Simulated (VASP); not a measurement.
# ZnS (rocksalt type) (Fm-3m) in VASP: a series of runs

The runs below take ZnS (rocksalt type) through single point, with LDA.

All numbers are computed with VASP 6.6.1; they aren't measurements. Logs are shortened: lines on timing, memory, paths and dates and some standing lists are left out, and cuts for length are marked.

### Step 1. The cell of the first run

Symmetry: Fm-3m, No. 225, cubic system. The conventional cell has a = 4.069 Å, b = 4.069 Å, c = 4.069 Å, α = 90.00°, β = 90.00°, γ = 90.00°. Within 2.7 Å of Zn (site symmetry m-3m) lie 6 S at 2.03 Å. Within 2.7 Å of S (site symmetry m-3m) lie 6 Zn at 2.03 Å.

### Step 2. Single point, LDA (volume scaled by 0.55, partial waves polarizable)

The input, INCAR:

```
ALGO = Normal
EDIFF = 1E-6
ENCUT = 500
GGA = CA
GGA_COMPAT = False
ISIF = 2
ISMEAR = -1
LASPH = True
LCHARG = False
LREAL = False
LWAVE = False
NBANDS = 16
NELM = 120
PREC = Accurate
SIGMA = 0.08
```

The input, KPOINTS:

```
k-points
0
Gamma
  16 16 16
```

The input, POSCAR:

```
ZnS
1.0
    0.0000000000      2.0345793067      2.0345793067
    2.0345793067      0.0000000000      2.0345793067
    2.0345793067      2.0345793067      0.0000000000
Zn S
1 1
Direct
    0.0000000000      0.0000000000      0.0000000000
    0.5000000000      0.5000000000      0.5000000000
```

Potentials or basis: VASP PAW LDA potentials, release 64 (Zn, S).

On the command line:

```bash
$ cat potpaw_LDA.64/Zn/POTCAR potpaw_LDA.64/S/POTCAR > POTCAR
$ mpirun -np 1 vasp_std > vasp.out
```

OUTCAR:

```text
EDIFF = 1E-6
   ENCUT = 500
   GGA = CA
   ISIF = 2
   ISMEAR = -1
   LASPH = True
   LREAL = False
   NELM = 120
   PREC = Accurate

 ion  position               nearest neighbor table
   1  0.000  0.000  0.000-   2 2.03   2 2.03   2 2.03   2 2.03   2 2.03   2 2.03
   2  0.500  0.500  0.500-   1 2.03   1 2.03   1 2.03   1 2.03   1 2.03   1 2.03

  LATTYP: Found a face centered cubic cell.
 ALAT       =     4.0691586134

  Lattice vectors:

 A1 = (   0.0000000000,   2.0345793067,   2.0345793067)
 A2 = (   2.0345793067,   0.0000000000,   2.0345793067)
 A3 = (   2.0345793067,   2.0345793067,   0.0000000000)

Analysis of symmetry for initial positions (statically):
=====================================================================
 Subroutine PRICEL returns:
 Original cell was already a primitive cell.

 Routine SETGRP: Setting up the symmetry group for a
 face centered cubic supercell.

 Subroutine GETGRP returns: Found 48 space group operations
 (whereof 48 operations were pure point group operations)
 out of a pool of 48 trial point group operations.

The static configuration has the point symmetry O_h .

Analysis of symmetry for dynamics (positions and initial velocities):
=====================================================================
 Subroutine PRICEL returns:
 Original cell was already a primitive cell.

 Routine SETGRP: Setting up the symmetry group for a
 face centered cubic supercell.

 Subroutine GETGRP returns: Found 48 space group operations
 (whereof 48 operations were pure point group operations)
 out of a pool of 48 trial point group operations.

The dynamic configuration has the point symmetry O_h .

 Subroutine INISYM returns: Found 48 space group operations
 (whereof 48 operations are pure point group operations),
 and found     1 'primitive' translations

----------------------------------------------------------------------------------------

                                     Primitive cell

  volume of cell :      16.8443

  direct lattice vectors                    reciprocal lattice vectors
     0.000000000  2.034579307  2.034579307    -0.245751050  0.245751050  0.245751050
     2.034579307  0.000000000  2.034579307     0.245751050 -0.245751050  0.245751050
     2.034579307  2.034579307  0.000000000     0.245751050  0.245751050 -0.245751050

  length of vectors
     2.877329649  2.877329649  2.877329649     0.425653304  0.425653304  0.425653304

  position of ions in fractional coordinates (direct lattice)
     0.000000000  0.000000000  0.000000000
     0.500000000  0.500000000  0.500000000

  ion indices of the primitive-cell ions
   primitive index   ion index
                 1           1
                 2           2

----------------------------------------------------------------------------------------

 KPOINTS: k-points

Automatic generation of k-mesh.
 Grid dimensions read from file:
 generate k-points for:   16   16   16

 Generating k-lattice:

  Cartesian coordinates                     Fractional coordinates (reciprocal lattice)
    -0.015359441  0.015359441  0.015359441     0.062500000  0.000000000  0.000000000
     0.015359441 -0.015359441  0.015359441     0.000000000  0.062500000  0.000000000
     0.015359441  0.015359441 -0.015359441     0.000000000  0.000000000  0.062500000

  Length of vectors
     0.026603331  0.026603331  0.026603331

  Shift w.r.t. Gamma in fractional coordinates (k-lattice)
     0.000000000  0.000000000  0.000000000

 Subroutine IBZKPT returns following result:
 ===========================================

 Found    145 irreducible k-points:

 Following reciprocal coordinates:
            Coordinates               Weight
  0.000000  0.000000  0.000000      1.000000
  0.062500  0.000000  0.000000      8.000000
  0.125000  0.000000  0.000000      8.000000
  0.187500  0.000000  0.000000      8.000000
  0.250000  0.000000  0.000000      8.000000
  0.312500  0.000000  0.000000      8.000000
[... 16 lines left out ...]
 -0.125000  0.062500  0.000000     24.000000
 -0.062500  0.062500  0.000000     12.000000
 [... further k-points ...]
   k-points           NKPTS =    145   k-points in BZ     NKDIM =    145   number of bands    NBANDS=     16
   number of dos      NEDOS =    301   number of ions     NIONS =      2
   total plane-waves  NPLWV =  13824
   dimension x,y,z NGX =    24 NGY =   24 NGZ =   24
   dimension x,y,z NGXF=    48 NGYF=   48 NGZF=   48
   ions per type =               1   1
   NGX,Y,Z   is equivalent  to a cutoff of  13.87, 13.87, 13.87 a.u.
   NGXF,Y,Z  is equivalent  to a cutoff of  27.73, 27.73, 27.73 a.u.
 SYSTEM =  unknown system
   PREC   = accura    normal or accurate (medium, high low for compatibility)
   ISTART =      0    job   : 0-new  1-cont  2-samecut
   ICHARG =      2    charge: 1-file 2-atom 10-const
   ISPIN  =      1    spin polarized calculation?
   LNONCOLLINEAR =      F non collinear calculations
   LSORBIT =      F    spin-orbit coupling
   LASPH  =      T    aspherical Exc in radial PAW
   ENCUT  =  500.0 eV  36.75 Ry    6.06 a.u.   5.25  5.25  5.25*2*pi/ulx,y,z
   NELM   =    120;   NELMIN=  2; NELMDL= -5     # of ELM steps
   EDIFF  = 0.1E-05   stopping-criterion for ELM
   LREAL  =      F    real-space projection
   EDIFFG = 0.1E-04   stopping-criterion for IOM
   NSW    =      0    number of steps for IOM
   IBRION =     -1    ionic relax: 0-MD 1-quasi-New 2-CG
   NFREE  =      0    steps in history (QN), initial steepest desc. (CG)
   ISIF   =      2    stress and relaxation
   ISYM   =      2    0-nonsym 1-usesym 2-fastsym
   POTIM  = 0.5000    time-step for ionic-motion
   TEBEG  =    0.0;   TEEND  =   0.0 temperature during run
   PSTRESS=    0.0 pullay stress
   NELECT =      18.0000    total number of electrons
   NUPDOWN=      -1.0000    fix difference up-down
   EMIN   =  10.00;   EMAX   =-10.00  energy-range for DOS
   EFERMI =   0.00;   METHOD = LEGACY
   ISMEAR =    -1;   SIGMA  =   0.08  broadening in eV -4-tet -1-fermi 0-gaus
   EFERMI_NEDOS =   21; number of points for ismear=-14 and -15
   IALGO  =     38    algorithm
   IMIX   =      4    mixing-type and parameters
     AMIX     =   0.40;   BMIX     =  1.00
     AMIX_MAG =   1.60;   BMIX_MAG =  1.00
  volume/ion in A,a.u.               =       8.42        56.84
  Fermi-wavevector in a.u.,A,eV,Ry     =   1.673713  3.162859 38.114217  2.801316
  Thomas-Fermi vector in A             =   2.758636
   LORBIT       =      0    0 simple, 1 ext, 2 COOP (PROOUT), +10 PAW based schemes
   GGA     = CA    functional components
   LHFCALC =     F    Hartree Fock is set to
   AEXX    =    0.0000 exact exchange contribution
   IVDW    =     0    specifies the selected vdW correction
   LEPSILON=     F    determine dielectric tensor
   LRPA    =     F    only Hartree local field effects (RPA)
 non-spin polarized calculation
  energy-cutoff  :      500.00
  volume of cell :       16.84
 maximum number of plane-waves:       444
 NGX is ok and might be reduce to    24
   NGX = 11   NGY = 11   NGZ = 11

 number of electron      18.0000005 magnetization

 Free energy of the ion-electron system (eV)
  ---------------------------------------------------
  ext. energy  EPLUGINS =         0.00000000
  ---------------------------------------------------
  free energy    TOTEN  =        -1.46886688 eV

  energy without entropy =       -1.46284140  energy(sigma->0) =       -1.46585414

 E-fermi :  14.2356     XC(G=0): -14.7594

 val. band max:       14.1823252522   @ k =  -0.3125   0.1250   0.0000
 cond. band min:      14.2388590764   @ k =  -0.4375   0.5000   0.0625
 fundamental gap:      0.0565338241
 Fermi energy:        14.2356213145

 k-point     1 :       0.0000    0.0000    0.0000
  band No.  band energies     occupation
      1      -7.9402      2.00000
      2       3.5715      2.00000
      3       3.5715      2.00000
      4       3.5715      2.00000
      5       3.5835      2.00000
      6       3.5835      2.00000
[... 8 lines left out ...]
     15      27.7354      0.00000
     16      27.7354      0.00000

 k-point     2 :       0.0625    0.0000    0.0000
  band No.  band energies     occupation
      1      -7.8419      2.00000
      2       3.5302      2.00000
      3       3.5302      2.00000
      4       3.5314      2.00000
      5       3.6036      2.00000
      6       3.6036      2.00000
[... 8 lines left out ...]
     15      26.7107      0.00000
     16      26.7107      0.00000

 k-point     3 :       0.1250    0.0000    0.0000
  band No.  band energies     occupation
      1      -7.5486      2.00000
      2       3.3894      2.00000
      3       3.3894      2.00000
      4       3.4034      2.00000
      5       3.6894      2.00000
      6       3.6894      2.00000
[... 8 lines left out ...]
     15      25.3893      0.00000
     16      27.7338      0.00000

 k-point     4 :       0.1875    0.0000    0.0000
  band No.  band energies     occupation
      1      -7.0661      2.00000
      2       3.1578      2.00000
      3       3.1884      2.00000
      4       3.1884      2.00000
      5       3.8210      2.00000
      6       3.8210      2.00000
[... 8 lines left out ...]
     15      26.1434      0.00000
     16      28.2471      0.00000
[... 324 lines left out ...]
 k-point    22 :      -0.1875    0.0625    0.0000
  band No.  band energies     occupation
      1      -6.7826      2.00000
      2       2.9845      2.00000
      3       3.0434      2.00000
      4       3.1653      2.00000
      5       3.8296      2.00000
      6       3.9437      2.00000
[... 8 lines left out ...]
     15      27.6266      0.00000
     16      28.8914      0.00000

 k-point    23 :      -0.1250    0.0625    0.0000
  band No.  band energies     occupation
      1      -7.3233      2.00000
      2       3.2543      2.00000
      3       3.2886      2.00000
      4       3.3523      2.00000
      5       3.7018      2.00000
      6       3.7913      2.00000
[... 8 lines left out ...]
     15      26.4790      0.00000
     16      28.5385      0.00000

 k-point    24 :      -0.0625    0.0625    0.0000
  band No.  band energies     occupation
      1      -7.6789      2.00000
      2       3.4288      2.00000
      3       3.4647      2.00000
      4       3.4775      2.00000
      5       3.6222      2.00000
      6       3.6738      2.00000
[... 8 lines left out ...]
     15      26.6412      0.00000
     16      27.3341      0.00000

 [... further k-points ...]

------------------------ aborting loop because EDIFF is reached ----------------------------------------

  FORCE on cell =-STRESS in cart. coord.  units (eV):
  Direction    XX          YY          ZZ          XY          YZ          ZX
  --------------------------------------------------------------------------------------
  -------------------------------------------------------------------------------------
  Total       25.8758100     25.8758100     25.8758100     -0.0000000     -0.0000000     -0.0000000
  in kB     2461.2213389   2461.2213389   2461.2213389     -0.0000000     -0.0000000     -0.0000000
  external PRESSURE =    2461.2213389 kB  Pullay stress =       0.0000000 kB

 VOLUME and BASIS-vectors are now :
 -----------------------------------------------------------------------------
  energy-cutoff  :      500.00
  volume of cell :       16.84
      direct lattice vectors                 reciprocal lattice vectors
     0.000000000  2.034579307  2.034579307    -0.245751050  0.245751050  0.245751050
     2.034579307  0.000000000  2.034579307     0.245751050 -0.245751050  0.245751050
     2.034579307  2.034579307  0.000000000     0.245751050  0.245751050 -0.245751050

 POSITION                                       TOTAL-FORCE (eV/Angst)
 -----------------------------------------------------------------------------------
      0.00000      0.00000      0.00000         0.000000      0.000000      0.000000
      2.03458      2.03458      2.03458         0.000000      0.000000      0.000000
 -----------------------------------------------------------------------------------
    total drift:                                0.000000     -0.000000     -0.000000

  FREE ENERGIE OF THE ION-ELECTRON SYSTEM (eV)
  ---------------------------------------------------
  free  energy   TOTEN  =        -1.4688668789 eV

  energy  without entropy=       -1.4628414031  energy(sigma->0) =       -1.46585414
```

Wall time 23 s (1 thread of Intel Xeon 6975P-C, shared host); peak memory 0.15 GiB.

Results:

- Free energy: -1.4689 eV
- Pressure: 246.1 GPa
- Band gap on the k mesh: zero (band 9 reaches 14.32 eV, above the bottom of band 10 at 13.52 eV)

Levels at points of the mesh, in eV from the Fermi level:
| k point | band 7 | band 8 | band 9 | band 10 | band 11 | band 12 |
| --- | --- | --- | --- | --- | --- | --- |
| (0.00, 0.00, 0.00) | -1.97 | -1.97 | -1.97 | 7.96 | 7.96 | 7.96 |
| (0.50, 0.00, 0.00) | -8.66 | 0.01 | 0.01 | 2.88 | 3.50 | 3.50 |
| (0.50, 0.50, 0.00) | -7.66 | -6.61 | -6.61 | -0.71 | 2.70 | 17.69 |

### Step 3. Single point, LDA (volume scaled by 0.64)

The input, INCAR:

```
PREC     = Accurate       # precision mode
ENCUT    = 500            # plane-wave cutoff, eV
EDIFF    = 1E-6           # SCF threshold, eV
ISMEAR   = -1             # smearing method
SIGMA    = 0.08           # smearing width, eV
LREAL    = False          # projectors in reciprocal space
LASPH    = True           # aspherical terms in the spheres
NELM     = 120            # most SCF steps
ALGO     = Normal         # electronic algorithm
ISIF     = 2              # what is computed and relaxed
LWAVE    = False          # write WAVECAR
LCHARG   = False          # write CHGCAR
GGA      = CA             # functional
NBANDS   = 16             # bands
GGA_COMPAT= False
```

The input, KPOINTS:

```
regular mesh
0
Gamma
  16 16 16
```

The input, POSCAR:

```
ZnS
1.0
    0.0000000000      2.1399997267      2.1399997267
    2.1399997267      0.0000000000      2.1399997267
    2.1399997267      2.1399997267      0.0000000000
Zn S
1 1
Direct
    0.0000000000      0.0000000000      0.0000000000
    0.5000000000      0.5000000000      0.5000000000
```

Potentials or basis: VASP PAW LDA potentials, release 64 (Zn, S).

On the command line:

```bash
$ cat potpaw_LDA.64/Zn/POTCAR potpaw_LDA.64/S/POTCAR > POTCAR
$ mpirun -np 1 vasp_std > vasp.out
```

OUTCAR:

```text
PREC = Accurate
   ENCUT = 500
   EDIFF = 1E-6
   ISMEAR = -1
   LREAL = False
   LASPH = True
   NELM = 120
   ISIF = 2
   GGA = CA

 ion  position               nearest neighbor table
   1  0.000  0.000  0.000-   2 2.14   2 2.14   2 2.14   2 2.14   2 2.14   2 2.14
   2  0.500  0.500  0.500-   1 2.14   1 2.14   1 2.14   1 2.14   1 2.14   1 2.14

  LATTYP: Found a face centered cubic cell.
 ALAT       =     4.2799994534

  Lattice vectors:

[... 642 lines left out ...]

------------------------ aborting loop because EDIFF is reached ----------------------------------------

  FORCE on cell =-STRESS in cart. coord.  units (eV):
  Direction    XX          YY          ZZ          XY          YZ          ZX
  --------------------------------------------------------------------------------------
  -------------------------------------------------------------------------------------
  Total       16.1085958     16.1085958     16.1085958     -0.0000000      0.0000000     -0.0000000
  in kB     1316.7311741   1316.7311741   1316.7311741     -0.0000000      0.0000000     -0.0000000
  external PRESSURE =    1316.7311741 kB  Pullay stress =       0.0000000 kB

 VOLUME and BASIS-vectors are now :
 -----------------------------------------------------------------------------
  energy-cutoff  :      500.00
  volume of cell :       19.60
      direct lattice vectors                 reciprocal lattice vectors
     0.000000000  2.139999727  2.139999727    -0.233644890  0.233644890  0.233644890
     2.139999727  0.000000000  2.139999727     0.233644890 -0.233644890  0.233644890
     2.139999727  2.139999727  0.000000000     0.233644890  0.233644890 -0.233644890

 POSITION                                       TOTAL-FORCE (eV/Angst)
 -----------------------------------------------------------------------------------
      0.00000      0.00000      0.00000         0.000000     -0.000000      0.000000
      2.14000      2.14000      2.14000        -0.000000      0.000000     -0.000000
 -----------------------------------------------------------------------------------
    total drift:                                0.000000     -0.000000     -0.000000

  FREE ENERGIE OF THE ION-ELECTRON SYSTEM (eV)
  ---------------------------------------------------
  free  energy   TOTEN  =        -4.6162236362 eV

  energy  without entropy=       -4.6095318109  energy(sigma->0) =       -4.61287772
```

OSZICAR:

```text
N       E                     dE             d eps       ncg     rms          rms(c)
DAV:   1     0.836252495778E+02    0.83625E+02   -0.89489E+03  4952   0.165E+03
DAV:   2    -0.130762194455E+01   -0.84933E+02   -0.79077E+02  5272   0.280E+02
DAV:   3    -0.529296747185E+01   -0.39853E+01   -0.39565E+01  5728   0.575E+01
DAV:   4    -0.531954962477E+01   -0.26582E-01   -0.26578E-01  5520   0.458E+00
DAV:   5    -0.531969858256E+01   -0.14896E-03   -0.14896E-03  5688   0.364E-01    0.217E+01
DAV:   6    -0.471519347206E+01    0.60451E+00   -0.98677E-01  6704   0.421E+01    0.152E+01
DAV:   7    -0.462979990337E+01    0.85394E-01   -0.41361E-01  5776   0.972E+00    0.551E+00
DAV:   8    -0.461851226679E+01    0.11288E-01   -0.15882E-02  7048   0.491E+00    0.768E-01
DAV:   9    -0.461623281667E+01    0.22795E-02   -0.53337E-03  5312   0.612E-01    0.130E-01
DAV:  10    -0.461622609072E+01    0.67260E-05   -0.28983E-04  5616   0.163E-01    0.132E-01
DAV:  11    -0.461622872779E+01   -0.26371E-05   -0.48008E-06  5608   0.188E-02    0.104E-01
DAV:  12    -0.461622357207E+01    0.51557E-05   -0.12844E-05  6144   0.676E-02    0.467E-02
DAV:  13    -0.461622363617E+01   -0.64098E-07   -0.96989E-07  2960   0.154E-02
   1 F= -.46162236E+01 E0= -.46128777E+01  d E =-.669183E-02
```

Wall time 24 s (1 thread of Intel Xeon 6975P-C, shared host); peak memory 0.16 GiB.

What came out:

```yaml
Free_energy: -4.6162 eV
Pressure: 131.7 GPa
Band_gap_on_the_k_mesh: zero (band 9 reaches 11.27 eV, above the bottom of band 10 at 10.51 eV)
```

(Part 1 of 2 ends here.)
